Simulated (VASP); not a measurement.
Wanted: the native input for a VASP 6.6.1 run.

```
Task                   : relaxation of shape and atoms at fixed volume
Functional             : PBE
Potentials or basis    : VASP PAW PBE potentials, release 64 (Ti_sv, Al)
Cutoff                 : 600 eV
k mesh                 : 18 × 18 × 18
Occupations            : gaussian, width 0.1 eV
Spin                   : no spin polarisation
Dipole correction      : no
Further INCAR settings : ALGO = Fast; EDIFF = 1e-06; IBRION = 2; EDIFFG = -0.01; NSW = 50; ISIF = 4
```

The structure of TiAl3 lies in POSCAR:

```
TiAl3
1.0
   -1.9604441234      1.9604441234      4.3957315837
    1.9604441234     -1.9604441234      4.3957315837
    1.9604441234      1.9604441234     -4.3957315837
Ti Al
1 3
Direct
    0.0000000000      0.0000000000      0.0000000000
    0.5000000000      0.5000000000      0.0000000000
    0.7500000000      0.2500000000      0.5000000000
    0.2500000000      0.7500000000      0.5000000000
```

The input as run:

INCAR

```
PREC = Accurate ; ENCUT = 600
EDIFF = 1E-6 ; ISMEAR = 0
SIGMA = 0.1 ; LREAL = False
LASPH = True ; NELM = 80
ALGO = Fast ; ISIF = 4
LWAVE = False ; LCHARG = False
GGA = PE ; IBRION = 2
NSW = 50 ; EDIFFG = -0.01
```

KPOINTS

```
Automatic mesh
0
Gamma
  18 18 18
```

Potentials or basis: VASP PAW PBE potentials, release 64 (Ti_sv, Al).

Launch:

```sh
$ cat potpaw_PBE.64/Ti_sv/POTCAR potpaw_PBE.64/Al/POTCAR > POTCAR
$ mpirun -np 1 vasp_std > vasp.out
```

Results of the run:

| Quantity | Value |
| --- | --- |
| Energy gained by relaxing | 0.0 meV/atom |
| Ionic steps | 2 |
| Pressure after relaxing | -5.5 GPa |
| Band gap on the k mesh | zero (an odd number of electrons rules out a gap without spin polarisation) |

It took 66 min on 1 thread of Oxide Virtual Turin-like Processor, with other jobs on the host, peak memory 0.69 GiB.
